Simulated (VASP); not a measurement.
**HgPd: single point with LDA**

The system is HgPd.

```
Hg Pd
1.0
     2.97016    0.00000    0.00000
     0.00000    2.97016    0.00000
     0.00000    0.00000    3.65410
Hg Pd
1 1
Cartesian
  0.0000 0.0000 0.0000
  1.4851 1.4851 1.8271
```

* Program: VASP 6.6.1
* Task: single point
* Functional: LDA
* Potentials or basis: VASP PAW LDA potentials, release 64 (Hg, Pd)
* Cutoff: 520 eV
* k mesh: 14 × 14 × 12
* Occupations: fermi-dirac, width 0.15 eV
* Spin: no spin polarisation

The pressure is 5.5 GPa and the band gap on the k mesh is zero (bands 11 and 12 overlap by 4.07 eV).

Stress tensor (GPa, compression positive):
```
5.41 0.00 0.00
0.00 5.41 0.00
0.00 0.00 5.53
```

Levels at points of the mesh, in eV from the Fermi level:
| k point | band 7 | band 8 | band 9 | band 10 | band 11 | band 12 | band 13 | band 14 | band 15 | band 16 |
| --- | --- | --- | --- | --- | --- | --- | --- | --- | --- | --- |
| (0.00, 0.00, 0.00) | -3.60 | -2.87 | -1.55 | -1.55 | -1.41 | 2.52 | 8.39 | 8.39 | 8.87 | 15.65 |
| (0.50, 0.00, 0.00) | -3.78 | -3.74 | -3.62 | -2.61 | -2.09 | 0.28 | 10.22 | 10.54 | 11.43 | 11.54 |
| (0.50, 0.50, 0.00) | -1.80 | -1.68 | -1.68 | -0.82 | -0.20 | -0.20 | 3.59 | 6.77 | 10.47 | 11.08 |
| (0.00, 0.00, 0.50) | -5.85 | -4.11 | -2.54 | -2.54 | -2.03 | -1.61 | 13.35 | 13.35 | 14.63 | 14.89 |
| (0.50, 0.00, 0.50) | -3.23 | -1.74 | -1.74 | -1.53 | -1.40 | -1.04 | 2.24 | 4.77 | 13.83 | 14.24 |
| (0.50, 0.50, 0.50) | -4.39 | -4.39 | -1.79 | -0.82 | 1.81 | 5.65 | 5.65 | 6.64 | 6.64 | 7.33 |

Run time: 110 s on 1 thread of Intel(R) Xeon(R) Platinum 8259CL CPU @ 2.50GHz (Skylake/Cascade Lake), with other jobs on the host, peak memory 0.26 GiB.

Caveat: the cell stands under pressure; spin-orbit coupling is left out, which moves the levels of the heavy elements.
